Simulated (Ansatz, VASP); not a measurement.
**Two plane-wave programs on BiTe**

```xyz
2
Lattice="0.4059 3.4502 3.4502 3.4502 0.4059 3.4502 3.4502 3.4502 0.4059" Properties=species:S:1:pos:R:3 pbc="T T T"
Bi    0.0000    0.0000    0.0000
Te    3.6531    3.6531    3.6531
```

Alike in both runs: task single point; functional PBE; k mesh 14 × 14 × 14; occupations gaussian, width 0.15 eV; no spin polarisation.

```csv
,VASP,Ansatz
version,VASP 6.6.1,Ansatz 0.2.0
potentials or method,"VASP PAW PBE potentials, release 64 (Bi_d, Te), cutoff 520 eV","scalar-relativistic, plane waves, PAW"
valence electrons in the cell,21,31
```

```csv
,VASP,Ansatz,Ansatz less VASP
gap on the k mesh at the Fermi level (eV),none,none,-
pressure (GPa),-0.3,-0.3,+0.07
```

A gap of «none» marks a metal or a gap that the smearing closes. VASP's potentials hold 21 valence electrons a cell and Ansatz's 31, so a difference there can come from the potentials and not from the codes.

Neither program's run includes spin-orbit coupling.
